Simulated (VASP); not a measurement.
# MoS2 (C2/m) in VASP: further runs, part 2 of 3

VASP 6.6.1.

## Step 4: Single point, PBE+D3(BJ) (the part above a cut slid along it)

Contents of INCAR:

```
ALGO = Fast
EDIFF = 1E-7
ENCUT = 520
GGA = PE
ISIF = 2
ISMEAR = 0
IVDW = 12
LASPH = T
LCHARG = T
LELF = T
LREAL = F
LVHAR = T
LWAVE = F
NBANDS = 49
NELM = 100
PREC = Accurate
SIGMA = 0.15
```

Contents of KPOINTS:

```
k-points
0
Gamma
  14 14 3
```

Contents of POSCAR:

```
MoS2
1.0
   -1.5671157456     -2.7143240927      0.0000000000
    1.5671157456     -2.7143240927      0.0000000000
    0.0000000000     -4.9762608366     17.5649660373
Mo S
3 6
Direct
    0.2230487685      0.2230487685      0.8475831616
    0.1779306561      0.1779306561      0.1695301934
    0.2004897123      0.2004897123      0.5085566775
    0.4501901623      0.4501901623      0.5997925502
   -0.5272507814     -0.5272507814      0.9388190343
    0.4276311061      0.4276311061      0.2607660661
    0.9282302060      0.9282302060      0.0782943207
   -0.0492107377     -0.0492107377      0.4173208048
   -0.0266516815     -0.0266516815      0.7563472889
```

Potentials or basis: VASP PAW PBE potentials, release 64 (Mo_sv, S).

On the command line:

```bash
> cat potpaw_PBE.64/Mo_sv/POTCAR potpaw_PBE.64/S/POTCAR > POTCAR
> mpirun -np 1 vasp_std > vasp.out
```

OUTCAR:

```text
EDIFF = 1E-7
   ENCUT = 520
   GGA = PE
   ISIF = 2
   ISMEAR = 0
   IVDW = 12
   LASPH = T
   LREAL = F
   NELM = 100
   PREC = Accurate
 IVDW          = 12

 ion  position               nearest neighbor table
   1  0.223  0.223  0.848-   5 2.42   5 2.42   9 2.42   9 2.42   9 2.42   5 2.42
   2  0.178  0.178  0.170-   7 2.42   7 2.42   6 2.42   6 2.42   6 2.42   7 2.42
   3  0.200  0.200  0.509-   4 2.42   8 2.42   4 2.42   4 2.42   8 2.42   8 2.42
   4  0.450  0.450  0.600-   3 2.42   3 2.42   3 2.42
   5  0.473  0.473  0.939-   1 2.42   1 2.42   1 2.42
   6  0.428  0.428  0.261-   2 2.42   2 2.42   2 2.42
   7  0.928  0.928  0.078-   2 2.42   2 2.42   2 2.42
   8  0.951  0.951  0.417-   3 2.42   3 2.42   3 2.42
   9  0.973  0.973  0.756-   1 2.42   1 2.42   1 2.42

  LATTYP: Found a base centered monoclinic cell.
 ALAT       =     5.4286481854
 B/A-ratio  =     0.5773502692
 C/A-ratio  =     3.2366788399
 COS(beta)  =    -0.0257465561

  Lattice vectors:

 A1 = (  -1.5671157456,  -2.7143240927,   0.0000000000)
[... 202 lines left out ...]
  band No.  band energies     occupation
      1     -53.0701      2.00000
      2     -53.0391      2.00000
      3     -53.0391      2.00000
      4     -27.1640      2.00000
      5     -27.1387      2.00000
      6     -27.1385      2.00000
[... 1237 lines left out ...]
     48      11.5470      0.00000
     49      12.2016      0.00000

 [... further k-points ...]

------------------------ aborting loop because EDIFF is reached ----------------------------------------

 Edisp (eV)   -4.12479

 E8    (eV) :    -1.6654

  FORCE on cell =-STRESS in cart. coord.  units (eV):
  Direction    XX          YY          ZZ          XY          YZ          ZX
  --------------------------------------------------------------------------------------
  -------------------------------------------------------------------------------------
  Total       0.20687     0.04698     0.97296     0.00000    -0.44694     0.00000
  in kB       2.21808     0.50366    10.43194     0.00000    -4.79205     0.00000
  external pressure =        4.38 kB  Pullay stress =        0.00 kB

 VOLUME and BASIS-vectors are now :
 -----------------------------------------------------------------------------
  energy-cutoff  :      520.00
  volume of cell :      149.43
      direct lattice vectors                 reciprocal lattice vectors
    -1.567115746 -2.714324093  0.000000000    -0.319057480 -0.184207922 -0.052187215
     1.567115746 -2.714324093  0.000000000     0.319057480 -0.184207922 -0.052187215
     0.000000000 -4.976260837 17.564966037     0.000000000  0.000000000  0.056931508

 POSITION                                       TOTAL-FORCE (eV/Angst)
 -----------------------------------------------------------------------------------
      0.00000     -5.42865     14.88777         0.000000      0.092924     -0.086842
      0.00000     -1.80955      2.97779         0.000000     -0.092924      0.086842
      0.00000     -3.61910      8.93278         0.000000      0.000000     -0.000000
      0.00000     -5.42865     10.53534         0.000000      0.001124     -0.031670
      0.00000     -7.23820     16.49032         0.000000      0.024144     -0.347107
      0.00000     -3.61910      4.58035         0.000000      0.014179     -0.052918
      0.00000     -5.42865      1.37524         0.000000     -0.024144      0.347107
      0.00000     -7.23820      7.33023         0.000000     -0.001124      0.031670
      0.00000     -9.04775     13.28521         0.000000     -0.014179      0.052918
 -----------------------------------------------------------------------------------
    total drift:                                0.000000     -0.000032      0.000012

  FREE ENERGIE OF THE ION-ELECTRON SYSTEM (eV)
  ---------------------------------------------------
  free  energy   TOTEN  =       -66.8299587184 eV

  energy  without entropy=      -66.8020125194  energy(sigma->0) =      -66.81598562
```

OSZICAR:

```text
N       E                     dE             d eps       ncg     rms          rms(c)
DAV:   1     0.715373179477E+03    0.71537E+03   -0.43743E+04 17132   0.153E+03
DAV:   2    -0.253530886533E+02   -0.74073E+03   -0.71602E+03 18926   0.400E+02
DAV:   3    -0.661578171367E+02   -0.40805E+02   -0.39498E+02 19895   0.839E+01
DAV:   4    -0.671497176416E+02   -0.99190E+00   -0.98294E+00 19133   0.128E+01
[... 10 lines left out ...]
RMM:  15    -0.627051657054E+02   -0.55982E-05   -0.89714E-05 20655   0.317E-02    0.146E-02
RMM:  16    -0.627051682192E+02   -0.25137E-05   -0.31179E-05 21346   0.155E-02    0.494E-03
RMM:  17    -0.627051677402E+02    0.47894E-06   -0.87593E-06 17812   0.796E-03    0.429E-03
RMM:  18    -0.627051678440E+02   -0.10373E-06   -0.25029E-06 19192   0.461E-03    0.109E-03
RMM:  19    -0.627051679139E+02   -0.69903E-07   -0.52022E-07 15644   0.171E-03
   1 F= -.66829959E+02 E0= -.66815986E+02  d E =-.279462E-01
```

stdout:

```text
POSCAR found type information on POSCAR MoS
 POSCAR found :  2 types and       9 ions
 scaLAPACK will be used
 LDA part: xc-table for (Slater+PW92), standard interpolation
 POSCAR, INCAR and KPOINTS ok, starting setup
 FFT: planning ... GRIDC
 FFT: planning ... GRID_SOFT
 FFT: planning ... GRID
 WAVECAR not read
 entering main loop
WARNING in EDDRMM: call to ZHEGV failed, returncode =   8  4     49
```

Wall time 23 min (1 thread of Oxide Virtual Turin-like, shared host); peak memory 0.85 GiB.

Results:

```
Free energy                : -66.8300 eV
Pressure                   : 0.4 GPa
Largest force              : 0.348 eV/Å
Band gap on the k mesh     : zero (bands 39 and 40 overlap by 0.63 eV)
Dispersion energy per atom : -0.458 eV
```

Forces in eV/Å, atoms in the order of the input:
```
Mo   0.000  0.093 -0.087
Mo   0.000 -0.093  0.087
Mo   0.000  0.000  0.000
S    0.000  0.001 -0.032
S    0.000  0.024 -0.347
S    0.000  0.014 -0.053
S    0.000 -0.024  0.347
S    0.000 -0.001  0.032
S    0.000 -0.014  0.053
```

Stress tensor (GPa, compression positive):
```
 0.22  0.00  0.00
 0.00  0.05 -0.48
 0.00 -0.48  1.04
```

Caveat: the cell differs from its parent crystal (the part above a cut slid along it).

## Step 5: Single point, PBE+D3(BJ) (the part above a cut slid along it)

Contents of INCAR:

```
  PREC = Accurate
  ENCUT = 520
  EDIFF = 1E-6
  ISMEAR = 0
  SIGMA = 0.15
  LREAL = F
  LASPH = T
  NELM = 80
  ALGO = Fast
  ISIF = 2
  LWAVE = F
  LCHARG = T
  GGA = PE
  IVDW = 12
  LELF = T
  LVHAR = T
  NBANDS = 49
```

Contents of KPOINTS:

```
regular mesh
0
Gamma
  14 14 3
```

Contents of POSCAR:

```
MoS2
1.0
   -1.5671157456     -2.7143240927      0.0000000000
    1.5671157456     -2.7143240927      0.0000000000
    0.0000000000     -0.9047746976     18.5649660373
Mo S
3 6
Direct
    0.8663453031      0.8663453031      0.8019281811
    0.3066002555      0.3066002555      0.1603984668
    0.5864727793      0.5864727793      0.4811633240
    0.9054192024      0.9054192024      0.5674847857
    0.1852917262      0.1852917262      0.8882496429
    0.6255466786      0.6255466786      0.2467199285
    0.9876538325      0.9876538325      0.0740770051
    0.2675263563      0.2675263563      0.3948418623
    0.5473988801      0.5473988801      0.7156067194
```

Potentials or basis: VASP PAW PBE potentials, release 64 (Mo_sv, S).

On the command line:

```bash
> cat potpaw_PBE.64/Mo_sv/POTCAR potpaw_PBE.64/S/POTCAR > POTCAR
> mpirun -np 1 vasp_std > vasp.out
```

OUTCAR:

```text
PREC = Accurate
   ENCUT = 520
   EDIFF = 1E-6
   ISMEAR = 0
   LREAL = F
   LASPH = T
   NELM = 80
   ISIF = 2
   GGA = PE
   IVDW = 12
 IVDW          = 12

 ion  position               nearest neighbor table
   1  0.866  0.866  0.802-   9 2.42   9 2.42   9 2.42   5 2.42   5 2.42   5 2.42
   2  0.307  0.307  0.160-   7 2.42   6 2.42   6 2.42   7 2.42   7 2.42   6 2.42
   3  0.586  0.586  0.481-   8 2.42   4 2.42   4 2.42   8 2.42   8 2.42   4 2.42
   4  0.905  0.905  0.567-   3 2.42   3 2.42   3 2.42
   5  0.185  0.185  0.888-   1 2.42   1 2.42   1 2.42
   6  0.626  0.626  0.247-   2 2.42   2 2.42   2 2.42
   7  0.988  0.988  0.074-   2 2.42   2 2.42   2 2.42
   8  0.268  0.268  0.395-   3 2.42   3 2.42   3 2.42
   9  0.547  0.547  0.716-   1 2.42   1 2.42   1 2.42

  LATTYP: Found a base centered monoclinic cell.
 ALAT       =     5.4286481854
 B/A-ratio  =     0.5773502692
 C/A-ratio  =     3.4238727016
 COS(beta)  =    -0.0486778222

  Lattice vectors:

 A1 = (   1.5671157456,   2.7143240927,   0.0000000000)
 A2 = (  -1.5671157456,   2.7143240927,   0.0000000000)
[... 202 lines left out ...]
      1     -53.8279      2.00000
      2     -53.8279      2.00000
      3     -53.7838      2.00000
      4     -27.9193      2.00000
      5     -27.9193      2.00000
      6     -27.8798      2.00000
[... 1237 lines left out ...]
     48      10.6371      0.00000
     49      11.0256      0.00000

 [... further k-points ...]

------------------------ aborting loop because EDIFF is reached ----------------------------------------

 Edisp (eV)   -3.90321

 E8    (eV) :    -1.5768

  FORCE on cell =-STRESS in cart. coord.  units (eV):
  Direction    XX          YY          ZZ          XY          YZ          ZX
  --------------------------------------------------------------------------------------
  -------------------------------------------------------------------------------------
  Total      -0.03710    -0.07756    -0.43827     0.00000     0.17010     0.00000
  in kB      -0.37638    -0.78682    -4.44600     0.00000     1.72551     0.00000
  external pressure =       -1.87 kB  Pullay stress =        0.00 kB

 VOLUME and BASIS-vectors are now :
 -----------------------------------------------------------------------------
  energy-cutoff  :      520.00
  volume of cell :      157.94
      direct lattice vectors                 reciprocal lattice vectors
    -1.567115746 -2.714324093  0.000000000    -0.319057480 -0.184207922 -0.008977483
     1.567115746 -2.714324093  0.000000000     0.319057480 -0.184207922 -0.008977483
     0.000000000 -0.904774698 18.564966037     0.000000000  0.000000000  0.053864898

 POSITION                                       TOTAL-FORCE (eV/Angst)
 -----------------------------------------------------------------------------------
      0.00000     -5.42865     14.88777         0.000000     -0.018978      0.039187
      0.00000     -1.80955      2.97779         0.000000      0.018978     -0.039187
      0.00000     -3.61910      8.93278         0.000000     -0.000000     -0.000000
      0.00000     -5.42865     10.53534         0.000000     -0.000345     -0.005427
      0.00000     -1.80955     16.49032         0.000000     -0.017939      0.076886
      0.00000     -3.61910      4.58035         0.000000     -0.001584      0.016291
      0.00000     -5.42865      1.37524         0.000000      0.017939     -0.076886
      0.00000     -1.80955      7.33023         0.000000      0.000345      0.005427
      0.00000     -3.61910     13.28521         0.000000      0.001584     -0.016291
 -----------------------------------------------------------------------------------
    total drift:                               -0.000000     -0.000013     -0.000005

  FREE ENERGIE OF THE ION-ELECTRON SYSTEM (eV)
  ---------------------------------------------------
  free  energy   TOTEN  =       -66.8114670959 eV

  energy  without entropy=      -66.7826410911  energy(sigma->0) =      -66.79705409
```

OSZICAR:

```text
N       E                     dE             d eps       ncg     rms          rms(c)
DAV:   1     0.712207707225E+03    0.71221E+03   -0.43684E+04 17188   0.152E+03
DAV:   2    -0.258132969193E+02   -0.73802E+03   -0.71396E+03 19035   0.394E+02
DAV:   3    -0.663852324789E+02   -0.40572E+02   -0.39290E+02 19784   0.831E+01
DAV:   4    -0.674330614563E+02   -0.10478E+01   -0.10389E+01 19274   0.131E+01
DAV:   5    -0.674626267793E+02   -0.29565E-01   -0.29503E-01 20689   0.207E+00    0.410E+01
RMM:   6    -0.643481111728E+02    0.31145E+01   -0.25104E+01 16793   0.190E+01    0.148E+01
RMM:   7    -0.635133504567E+02    0.83476E+00   -0.64079E+00 16021   0.984E+00    0.115E+01
RMM:   8    -0.629366101127E+02    0.57674E+00   -0.24065E+00 16474   0.680E+00    0.219E+00
RMM:   9    -0.631170834556E+02   -0.18047E+00   -0.64688E-01 20587   0.264E+00    0.265E+00
RMM:  10    -0.629132277871E+02    0.20386E+00   -0.14700E-01 17655   0.140E+00    0.106E+00
RMM:  11    -0.629077868220E+02    0.54410E-02   -0.62691E-02 18146   0.975E-01    0.276E-01
RMM:  12    -0.629080294108E+02   -0.24259E-03   -0.12405E-02 20368   0.432E-01    0.100E-01
RMM:  13    -0.629082258077E+02   -0.19640E-03   -0.30382E-03 22439   0.153E-01    0.623E-02
RMM:  14    -0.629082574176E+02   -0.31610E-04   -0.46799E-04 21862   0.641E-02    0.438E-02
RMM:  15    -0.629082549427E+02    0.24749E-05   -0.14176E-04 20221   0.368E-02    0.128E-02
RMM:  16    -0.629082583956E+02   -0.34529E-05   -0.36901E-05 20531   0.181E-02    0.977E-03
RMM:  17    -0.629082587437E+02   -0.34809E-06   -0.79378E-06 16653   0.766E-03
   1 F= -.66811467E+02 E0= -.66797054E+02  d E =-.288260E-01
```

Run time: 35 min. Hardware: 1 thread of Oxide Virtual Turin-like, shared host; peak memory 0.89 GiB.

Results:

| Quantity | Value |
| --- | --- |
| Free energy | -66.8115 eV |
| Pressure | -0.2 GPa |
| Largest force | 0.079 eV/Å |
| Band gap on the k mesh | zero (bands 39 and 40 overlap by 0.45 eV) |
| Dispersion energy per atom | -0.434 eV |

Forces in eV/Å, atoms in the order of the input:
```
Mo   0.000 -0.019  0.039
Mo   0.000  0.019 -0.039
Mo   0.000  0.000  0.000
S    0.000  0.000 -0.005
S    0.000 -0.018  0.077
S    0.000 -0.002  0.016
S    0.000  0.018 -0.077
S    0.000  0.000  0.005
S    0.000  0.002 -0.016
```

Levels at points of the mesh, in eV from the Fermi level:
```csv
k point,band 36,band 37,band 38,band 39,band 40,band 41,band 42,band 43
"(0.00, 0.00, 0.00)",-0.78,-0.78,-0.50,-0.26,-0.12,-0.11,-0.05,-0.04
"(0.50, 0.00, 0.00)",-2.04,-1.63,-1.48,-1.33,1.34,1.34,1.38,1.80
"(0.50, 0.50, 0.00)",-2.07,-1.64,-1.46,-1.34,1.34,1.34,1.38,1.85
```

Caveat: the cell differs from its parent crystal (the part above a cut slid along it).

[end of part 2 of 3]
